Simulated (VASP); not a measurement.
# ZrB: relaxation of cell and atoms with PBE

ZrB:

```
Zr B
1.0
     0.00000    2.32500    2.32500
     2.32500    0.00000    2.32500
     2.32500    2.32500    0.00000
Zr B
1 1
Direct
  0.00000 0.00000 0.00000
  0.50000 0.50000 0.50000
```

```json
{
  "Program": "VASP 6.6.1",
  "Task": "relaxation of cell and atoms",
  "Functional": "PBE",
  "Potentials or basis": "VASP PAW PBE potentials, release 64 (Zr_sv, B)",
  "Cutoff": "600 eV",
  "k mesh": "10 × 10 × 10",
  "Occupations": "fermi-dirac, width 0.05 eV",
  "Spin": "no spin polarisation",
  "Dipole correction": "no",
  "Further INCAR settings": "ALGO = Normal; EDIFF = 1e-06; IBRION = 2; EDIFFG = -0.01; NSW = 60; ISIF = 3"
}
```

* Relaxed volume: 14.75 Å³/atom
* Relaxed cell: a = 3.468 Å, b = 3.468 Å, c = 3.468 Å, α = 60.00°, β = 60.00°, γ = 60.00°
* Space group after relaxing (to 0.05 Å): Fm-3m (No. 225)
* Energy gained by relaxing: 207.7 meV/atom
* Ionic steps: 18
* Pressure after relaxing: 0.0 GPa

Step by step:
| step | energy change (eV) | largest force (eV/Å) | pressure (GPa) | volume (Å³) |
| --- | --- | --- | --- | --- |
| 1 | 0.0000 | 0.0000 | 34.77 | 25.14 |
| 2 | 0.1524 | 0.0000 | -22.07 | 36.42 |
| 3 | -0.4146 | 0.0000 | -1.14 | 29.71 |
| 4 | -0.4153 | 0.0000 | -0.18 | 29.53 |
| 5 | -0.4153 | 0.0000 | 0.31 | 29.44 |
| 6 | -0.4153 | 0.0000 | 0.33 | 29.44 |
| 7 | -0.4153 | 0.0000 | 0.31 | 29.44 |
| 8 | -0.4153 | 0.0000 | 0.30 | 29.44 |
| 9 | -0.4153 | 0.0000 | 0.30 | 29.44 |
| 10 | -0.4153 | 0.0000 | 0.29 | 29.44 |
| 11 | -0.4153 | 0.0000 | 0.30 | 29.44 |
| 12 | -0.4153 | 0.0000 | 0.30 | 29.44 |
| 13 | -0.4153 | 0.0000 | 0.30 | 29.45 |
| 14 | -0.4153 | 0.0000 | 0.30 | 29.45 |
| 15 | -0.4153 | 0.0000 | 0.27 | 29.45 |
| 16 | -0.4153 | 0.0000 | 0.23 | 29.46 |
| 17 | -0.4153 | 0.0000 | 0.17 | 29.47 |
| 18 | -0.4153 | 0.0000 | -0.01 | 29.50 |

Final structure:
```
CELL_PARAMETERS angstrom
0.00000 2.45252 2.45252
2.45252 0.00000 2.45252
2.45252 2.45252 0.00000
ATOMIC_POSITIONS crystal
Zr 0.00000 0.00000 0.00000
B 0.50000 0.50000 0.50000
```

Levels at points of the mesh, in eV from the Fermi level:
| k point | band 5 | band 6 | band 7 | band 8 | band 9 | band 10 | band 11 |
| --- | --- | --- | --- | --- | --- | --- | --- |
| (0.00, 0.00, 0.00) | -8.03 | 1.75 | 1.75 | 1.75 | 3.15 | 3.15 | 3.43 |
| (0.50, 0.00, 0.00) | -4.18 | -3.79 | -1.15 | -1.15 | 4.82 | 4.82 | 6.08 |
| (0.50, 0.50, 0.00) | -6.09 | -0.78 | -0.76 | 2.05 | 2.05 | 4.56 | 5.73 |

Run time: 110 s on 1 thread of Intel Xeon 6975P-C, on a shared host, peak memory 0.18 GiB.

Caveat: the volume moved by over 15 % at a fixed basis, so the end points are rough; the volume moved by +17 % from the deposited cell, more than functionals usually miss. Zero-point motion and thermal expansion aren't in these numbers.
